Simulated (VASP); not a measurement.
A run of VASP 6.6.1 is set up as follows.

The input INCAR:

```
SYSTEM = Y
PREC = Accurate
ENCUT = 520
EDIFF = 1E-6
ISMEAR = -1
SIGMA = 0.1
LREAL = .False.
LASPH = .True.
NELM = 80
ALGO = Normal
ISIF = 2
LWAVE = .False.
LCHARG = .True.
GGA = RE
LELF = .True.
LVHAR = .True.
NBANDS = 12
```

KPOINTS

```
Automatic mesh
0
Gamma
  12 12 12
  0 0 0
```

POSCAR

```
Y
1.0
    0.0000000000      2.6268359977      2.6268359977
    2.6268359977      0.0000000000      2.6268359977
    2.6268359977      2.6268359977      0.0000000000
Y
1
Direct
    0.0000000000      0.0000000000      0.0000000000
```

Potentials or basis: VASP PAW PBE potentials, release 64 (Y_sv).

Launch:

```console
$ cat potpaw_PBE.64/Y_sv/POTCAR > POTCAR
$ mpirun -np 1 vasp_std > vasp.out
```

(1) What does it give for the pressure?

Answers

(1) -2.6 GPa.

Caveat: the PAW data sets were made with another functional, which shifts forces and pressure a little.
